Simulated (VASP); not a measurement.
A run of VASP 6.6.1 is set up as follows.

File POSCAR:

```
BaH2Pd2
1.0
    4.1788830000      0.0000000000      0.0000000000
    0.0000000000      4.1788830000      0.0000000000
    0.0000000000      0.0000000000     10.1212540000
H Pd Ba
4 4 2
Direct
    0.0000000000      0.5000000000      0.8670000000
    0.5000000000      0.0000000000      0.1330000000
    0.0000000000      0.0000000000      0.5000000000
    0.5000000000      0.5000000000      0.5000000000
    0.0000000000      0.0000000000      0.0000000000
    0.5000000000      0.5000000000      0.0000000000
    0.0000000000      0.5000000000      0.6310000000
    0.5000000000      0.0000000000      0.3690000000
    0.0000000000      0.5000000000      0.2530000000
    0.5000000000      0.0000000000      0.7470000000
```

The input INCAR.step1:

```
PREC     = Accurate       # precision mode
ENCUT    = 520            # plane-wave cutoff, eV
ISMEAR   = -1             # smearing method
SIGMA    = 0.0303         # smearing width, eV
LREAL    = F              # projectors in reciprocal space
LASPH    = T              # aspherical terms in the spheres
NELM     = 60             # most SCF steps
NBANDS   = 43             # bands
GGA      = PE             # functional
ALGO     = Normal         # electronic algorithm
EDIFF    = 1E-4           # SCF threshold, eV
LWAVE    = T              # write WAVECAR
LCHARG   = F              # write CHGCAR
```

Contents of INCAR.step2:

```
PREC     = Accurate       # precision mode
ENCUT    = 520            # plane-wave cutoff, eV
EDIFF    = 1E-6           # SCF threshold, eV
ISMEAR   = -1             # smearing method
SIGMA    = 0.0303         # smearing width, eV
LREAL    = F              # projectors in reciprocal space
LASPH    = T              # aspherical terms in the spheres
NELM     = 60             # most SCF steps
ALGO     = Normal         # electronic algorithm
ISIF     = 2              # what is computed and relaxed
LWAVE    = F              # write WAVECAR
LCHARG   = F              # write CHGCAR
METAGGA  = R2SCAN         # meta-GGA
LMIXTAU  = T            
NBANDS   = 43             # bands
ISTART   = 1
```

KPOINTS

```
regular mesh
0
Gamma
  4 4 2
```

Potentials or basis: VASP PAW PBE potentials, release 64 (H, Pd, Ba_sv).

Launch:

```console
$ cat potpaw_PBE.64/H/POTCAR potpaw_PBE.64/Pd/POTCAR potpaw_PBE.64/Ba_sv/POTCAR > POTCAR
$ cp INCAR.step1 INCAR
$ mpirun -np 1 vasp_std > vasp.out
$ cp INCAR.step2 INCAR
$ mpirun -np 1 vasp_std > vasp.out
```

Q: Predict the largest force.

A: 0.866 eV/Å.

Q: Predict the band gap on the k mesh.

A: Zero (band 32 reaches 4.39 eV, above the bottom of band 33 at 4.07 eV).

Q: What does it give for the pressure?

A: -6.7 GPa.

Forces on the atoms (eV/Å):
```
H    0.000  0.000 -0.086
H    0.000  0.000  0.086
H    0.000  0.000  0.000
H    0.000  0.000  0.000
Pd   0.000  0.000  0.000
Pd   0.000  0.000  0.000
Pd   0.000  0.000 -0.866
Pd   0.000  0.000  0.866
Ba   0.000  0.000  0.342
Ba   0.000  0.000 -0.342
```

Caveat: the k points lie up to 0.38 Å⁻¹ apart; the PAW data sets were made with another functional, which shifts forces and pressure a little; spin-orbit coupling is left out, which moves the levels of the heavy elements.
